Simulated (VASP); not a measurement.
# TaO (P4/mmm) in VASP: further runs

Runs on TaO. Level: r2SCAN. Tasks: relaxation of cell and atoms.

Program: VASP 6.6.1. These are calculated values, not measurements. Logs are shortened: lines on timing, memory, paths and dates and some standing lists are left out, and cuts for length are marked.

**1. The cell of the first run**

It takes space group P4/mmm (No. 123, tetragonal). Conventional cell: a = 2.520 Å, b = 2.520 Å, c = 3.402 Å, α = 90.00°, β = 90.00°, γ = 90.00°. Within 3.3 Å of Ta (site symmetry 4/mmm) lie 8 O at 2.46 Å and 4 Ta at 2.52 Å. Within 3.3 Å of O (site symmetry 4/mmm) lie 8 Ta at 2.46 Å and 4 O at 2.52 Å.

**2. Relaxation of cell and atoms, r2SCAN**

File POSCAR:

```
TaO
1.0
    2.5200000000      0.0000000000      0.0000000000
    0.0000000000      2.5200000000      0.0000000000
    0.0000000000      0.0000000000      3.4020000000
Ta O
1 1
Direct
    0.0000000000      0.0000000000      0.0000000000
    0.5000000000      0.5000000000      0.5000000000
```

File INCAR.step1:

```
PREC = Accurate ; ENCUT = 600
ISMEAR = 0 ; SIGMA = 0.1
LREAL = F ; LASPH = T
NELM = 80 ; GGA = PE
ALGO = Normal ; EDIFF = 1E-4
LWAVE = T ; LCHARG = F
```

File INCAR.step2:

```
PREC = Accurate ; ENCUT = 600
EDIFF = 1E-6 ; ISMEAR = 0
SIGMA = 0.1 ; LREAL = F
LASPH = T ; NELM = 80
ALGO = Normal ; ISIF = 3
LWAVE = F ; LCHARG = F
METAGGA = R2SCAN ; LMIXTAU = T
IBRION = 2 ; NSW = 80
EDIFFG = -0.03 ; ISTART = 1
```

File KPOINTS:

```
Automatic mesh
0
Gamma
  7 7 5
```

Potentials or basis: VASP PAW PBE potentials, release 64 (Ta_pv, O).

Run with:

```sh
cat potpaw_PBE.64/Ta_pv/POTCAR potpaw_PBE.64/O/POTCAR > POTCAR
cp INCAR.step1 INCAR
mpirun -np 1 vasp_std > vasp.out
cp INCAR.step2 INCAR
mpirun -np 1 vasp_std > vasp.out
```

OUTCAR:

```text
PREC = Accurate
   ENCUT = 600
   EDIFF = 1E-6
   ISMEAR = 0
   LREAL = F
   LASPH = T
   NELM = 80
   ISIF = 3
   METAGGA = R2SCAN
   IBRION = 2
   NSW = 80
   EDIFFG = -0.03
   ISTART = 1

 ion  position               nearest neighbor table
   1  0.000  0.000  0.000-   2 2.46   2 2.46   2 2.46   2 2.46   2 2.46   2 2.46   2 2.46   2 2.46

   2  0.500  0.500  0.500-   1 2.46   1 2.46   1 2.46   1 2.46   1 2.46   1 2.46   1 2.46   1 2.46

  LATTYP: Found a simple tetragonal cell.
 ALAT       =     2.5200000000
 C/A-ratio  =     1.3500000000

  Lattice vectors:

 A1 = (   2.5200000000,   0.0000000000,   0.0000000000)
 A2 = (   0.0000000000,   2.5200000000,   0.0000000000)
 A3 = (   0.0000000000,   0.0000000000,   3.4020000000)

Analysis of symmetry for initial positions (statically):
=====================================================================
 Subroutine PRICEL returns:
 Original cell was already a primitive cell.

 Routine SETGRP: Setting up the symmetry group for a
 simple tetragonal supercell.

 Subroutine GETGRP returns: Found 16 space group operations
 (whereof 16 operations were pure point group operations)
 out of a pool of 16 trial point group operations.

The static configuration has the point symmetry D_4h.

Analysis of symmetry for dynamics (positions and initial velocities):
=====================================================================
 Subroutine PRICEL returns:
 Original cell was already a primitive cell.

 Routine SETGRP: Setting up the symmetry group for a
 simple tetragonal supercell.

 Subroutine GETGRP returns: Found 16 space group operations
 (whereof 16 operations were pure point group operations)
 out of a pool of 16 trial point group operations.

The dynamic configuration has the point symmetry D_4h.

 Subroutine INISYM returns: Found 16 space group operations
 (whereof 16 operations are pure point group operations),
 and found     1 'primitive' translations

----------------------------------------------------------------------------------------

                                     Primitive cell

  volume of cell :      21.6041
[... 111 lines left out ...]
  Fermi-wavevector in a.u.,A,eV,Ry     =   1.511400  2.856131 31.080185  2.284329
  Thomas-Fermi vector in A             =   2.621462
   LORBIT       =      0    0 simple, 1 ext, 2 COOP (PROOUT), +10 PAW based schemes
   METAGGA = R2SCAN    functional components
   LHFCALC =     F    Hartree Fock is set to
   AEXX    =    0.0000 exact exchange contribution
   IVDW    =     0    specifies the selected vdW correction
   LEPSILON=     F    determine dielectric tensor
   LRPA    =     F    only Hartree local field effects (RPA)
 conjugate gradient relaxation of ions
 non-spin polarized calculation
 Gauss-broadening in eV      SIGMA  =   0.10
  energy-cutoff  :      600.00
  volume of cell :       21.60
 maximum number of plane-waves:       730
   NGX = 11   NGY = 11   NGZ = 13

--------------------------------------- Ionic step        1  -------------------------------------------

 number of electron      17.0000000 magnetization

 Free energy of the ion-electron system (eV)
  ---------------------------------------------------
  ext. energy  EPLUGINS =         0.00000000
  ---------------------------------------------------
  free energy    TOTEN  =       -55.06123244 eV

  energy without entropy =      -55.04952909  energy(sigma->0) =      -55.05538076

------------------------ aborting loop because EDIFF is reached ----------------------------------------

  FORCE on cell =-STRESS in cart. coord.  units (eV):
  Direction    XX          YY          ZZ          XY          YZ          ZX
  --------------------------------------------------------------------------------------
  -------------------------------------------------------------------------------------
  Total        4.3887558      4.3887558     -1.2556272      0.0000000      0.0000000      0.0000000
  in kB      325.4742274    325.4742274    -93.1184898      0.0000000      0.0000000      0.0000000
  external PRESSURE =     185.9433217 kB  Pullay stress =       0.0000000 kB
[... 89 lines left out ...]
  FREE ENERGIE OF THE ION-ELECTRON SYSTEM (eV)
  ---------------------------------------------------
  free  energy   TOTEN  =       -55.4488440272 eV

  energy  without entropy=      -55.4432457878  energy(sigma->0) =      -55.44604491

[... ionic steps 4 to 8 ...]

--------------------------------------- Ionic step        9  -------------------------------------------

 number of electron      17.0000008 magnetization

------------------------ aborting loop because EDIFF is reached ----------------------------------------
[... 67 lines left out ...]
--------------------------------------- Ionic step       11  -------------------------------------------

 number of electron      17.0000009 magnetization

 Free energy of the ion-electron system (eV)
  ---------------------------------------------------
  ext. energy  EPLUGINS =         0.00000000
  ---------------------------------------------------
  free energy    TOTEN  =       -55.92146750 eV

  energy without entropy =      -55.91339728  energy(sigma->0) =      -55.91743239

 E-fermi :   8.8445     XC(G=0): -13.9746

 val. band max:        8.8389377968   @ k =   0.4286   0.2857   0.4000
 cond. band min:       8.8490450372   @ k =   0.0000   0.0000   0.2000
 fundamental gap:      0.0101072404
 Fermi energy:         8.8445002640

 k-point     1 :       0.0000    0.0000    0.0000
  band No.  band energies     occupation
      1     -28.0369      2.00000
      2     -28.0369      2.00000
      3     -27.6971      2.00000
      4     -14.8952      2.00000
      5       2.6446      2.00000
      6       2.6446      2.00000
      7       3.0997      2.00000
      8       3.7858      2.00000
      9       3.7858      2.00000
     10       6.6794      2.00000
     11      12.6186      0.00000
     12      12.6186      0.00000
[... 331 lines left out ...]
 k-point    24 :       0.4286    0.0000    0.4000
  band No.  band energies     occupation
      1     -28.7988      2.00000
      2     -28.7207      2.00000
      3     -27.8481      2.00000
      4     -13.7522      2.00000
      5       0.2264      2.00000
      6       0.6834      2.00000
      7       2.8505      2.00000
      8       5.3912      2.00000
      9       7.5803      2.00000
     10       9.3209      0.00000
     11       9.9500      0.00000
     12      13.2065      0.00000

 [... further k-points ...]
[... 5 lines left out ...]
  --------------------------------------------------------------------------------------
  -------------------------------------------------------------------------------------
  Total       -0.0168516     -0.0168516     -0.0021541      0.0000000     -0.0000000     -0.0000000
  in kB       -1.2054201     -1.2054201     -0.1540867      0.0000000     -0.0000000     -0.0000000
  external PRESSURE =      -0.8549756 kB  Pullay stress =       0.0000000 kB
[... 17 lines left out ...]
  FREE ENERGIE OF THE ION-ELECTRON SYSTEM (eV)
  ---------------------------------------------------
  free  energy   TOTEN  =       -55.9214675002 eV

  energy  without entropy=      -55.9133972812  energy(sigma->0) =      -55.91743239

 reached required accuracy - stopping structural energy minimisation
```

Run time: 4.1 min. Hardware: 1 thread of Intel Xeon 6975P-C, shared host; peak memory 0.16 GiB.

Results:

```
Free energy                            : -55.9215 eV
Relaxed volume                         : 11.20 Å³/atom
Relaxed cell                           : a = 2.866 Å, b = 2.866 Å, c = 2.727 Å, α = 90.00°, β = 90.00°, γ = 90.00°
Space group after relaxing (to 0.05 Å) : P4/mmm (No. 123)
Energy gained by relaxing              : 430.1 meV/atom
Ionic steps                            : 11
Pressure after relaxing                : -0.1 GPa
```

Step by step:
```tsv
step	energy change (eV)	largest force (eV/Å)	pressure (GPa)	volume (Å³)
1	0.0000	0.0000	18.59	21.60
2	-0.3451	0.0000	-21.33	25.62
3	-0.3876	0.0000	-14.78	24.65
4	-0.7676	0.0000	-9.76	23.59
5	-0.8434	0.0000	-5.26	22.95
6	-0.8360	0.0000	-7.00	23.21
7	-0.8469	0.0000	-6.07	23.07
8	-0.8295	0.0000	7.36	21.77
9	-0.8575	0.0000	-1.53	22.57
10	-0.8595	0.0000	0.76	22.31
11	-0.8602	0.0000	-0.09	22.40
```

Final structure:
```xyz
2
Lattice="2.8660 0.0000 0.0000 0.0000 2.8660 0.0000 0.0000 0.0000 2.7268" Properties=species:S:1:pos:R:3 pbc="T T T"
Ta    0.0000    0.0000    0.0000
O     1.4330    1.4330    1.3634
```

Levels at points of the mesh, in eV from the Fermi level:
```csv
k point,band 5,band 6,band 7,band 8,band 9,band 10,band 11,band 12
"(0.00, 0.00, 0.00)",-6.20,-6.20,-5.74,-5.06,-5.06,-2.17,3.77,3.77
```

Caveat: the k points lie up to 0.46 Å⁻¹ apart in the final cell; the PAW data sets were made with another functional, which shifts forces and pressure a little; spin-orbit coupling is left out, which moves the levels of the heavy elements; an odd number of electrons without spin polarisation forces a metal; a magnetic or distorted state may lie lower.

**3. Relaxation of cell and atoms, r2SCAN, target pressure 5 GPa, at which the enthalpy is minimised**

POSCAR is that of step 2.

File INCAR.step1:

```
PREC = Accurate
ENCUT = 600
ISMEAR = 0
SIGMA = 0.1
LREAL = F
LASPH = T
NELM = 100
GGA = PE
ALGO = Normal
EDIFF = 1E-4
LWAVE = T
LCHARG = F
```

File INCAR.step2:

```
PREC = Accurate
ENCUT = 600
EDIFF = 1E-7
ISMEAR = 0
SIGMA = 0.1
LREAL = F
LASPH = T
NELM = 100
ALGO = Normal
ISIF = 3
LWAVE = F
LCHARG = F
METAGGA = R2SCAN
LMIXTAU = T
IBRION = 2
NSW = 80
EDIFFG = -0.03
PSTRESS = 50.0
ISTART = 1
```

File KPOINTS:

```
regular mesh
0
Gamma
  7 7 5
```

Potentials or basis: VASP PAW PBE potentials, release 64 (Ta_pv, O).

Run with:

```sh
cat potpaw_PBE.64/Ta_pv/POTCAR potpaw_PBE.64/O/POTCAR > POTCAR
cp INCAR.step1 INCAR
mpirun -np 1 vasp_std > vasp.out
cp INCAR.step2 INCAR
mpirun -np 1 vasp_std > vasp.out
```

It took 3.6 min on 1 thread of Intel Xeon 6975P-C, shared host; peak memory 0.15 GiB.

Results (log left out):

```
Free energy                                            : -55.9144 eV
Relaxed volume                                         : 10.96 Å³/atom
Relaxed cell                                           : a = 2.846 Å, b = 2.846 Å, c = 2.708 Å, α = 90.00°, β = 90.00°, γ = 90.00°
Space group after relaxing (to 0.05 Å)                 : P4/mmm (No. 123)
Energy change on relaxing (the enthalpy is what falls) : -426.6 meV/atom
Ionic steps                                            : 12
Pressure after relaxing                                : 5.1 GPa
```

Stress tensor (GPa, compression positive):
```
5.16 0.00 0.00
0.00 5.16 0.00
0.00 0.00 5.00
```

Step by step:
| step | energy change (eV) | largest force (eV/Å) | pressure (GPa) | volume (Å³) |
| --- | --- | --- | --- | --- |
| 1 | 0.0000 | 0.0000 | 18.63 | 21.60 |
| 2 | -0.4807 | 0.0000 | -14.79 | 24.46 |
| 3 | -0.4764 | 0.0000 | -12.68 | 24.20 |
| 4 | -0.7427 | 0.0000 | -7.28 | 23.30 |
| 5 | -0.7616 | 0.0000 | 6.95 | 21.89 |
| 6 | -0.8208 | 0.0000 | -2.55 | 22.79 |
| 7 | -0.8595 | 0.0000 | 0.31 | 22.35 |
| 8 | -0.8602 | 0.0000 | -0.07 | 22.40 |
| 9 | -0.8381 | 0.0000 | 6.85 | 21.80 |
| 10 | -0.8565 | 0.0000 | 2.66 | 22.14 |
| 11 | -0.8518 | 0.0000 | 5.62 | 21.89 |
| 12 | -0.8532 | 0.0000 | 5.10 | 21.93 |

Final structure:
```cif
data_structure
_symmetry_space_group_name_H-M 'P 1'
_symmetry_Int_Tables_number 1
_cell_length_a 2.8457
_cell_length_b 2.8457
_cell_length_c 2.7077
_cell_angle_alpha 90.000
_cell_angle_beta 90.000
_cell_angle_gamma 90.000
_cell_volume 21.93
loop_
_atom_site_label
_atom_site_type_symbol
_atom_site_fract_x
_atom_site_fract_y
_atom_site_fract_z
_atom_site_occupancy
Ta1 Ta 0.00000 0.00000 0.00000 1
O1 O 0.50000 0.50000 0.50000 1
```

Levels at points of the mesh, in eV from the Fermi level:
| k point | band 7 | band 8 | band 9 | band 10 | band 11 | band 12 |
| --- | --- | --- | --- | --- | --- | --- |
| (0.00, 0.00, 0.00) | -5.90 | -5.22 | -5.21 | -2.06 | 3.84 | 3.84 |

Caveat: the k points lie up to 0.46 Å⁻¹ apart in the final cell; the cell is relaxed towards a set pressure, so the enthalpy falls and the energy may rise; the PAW data sets were made with another functional, which shifts forces and pressure a little; spin-orbit coupling is left out, which moves the levels of the heavy elements; an odd number of electrons without spin polarisation forces a metal; a magnetic or distorted state may lie lower.
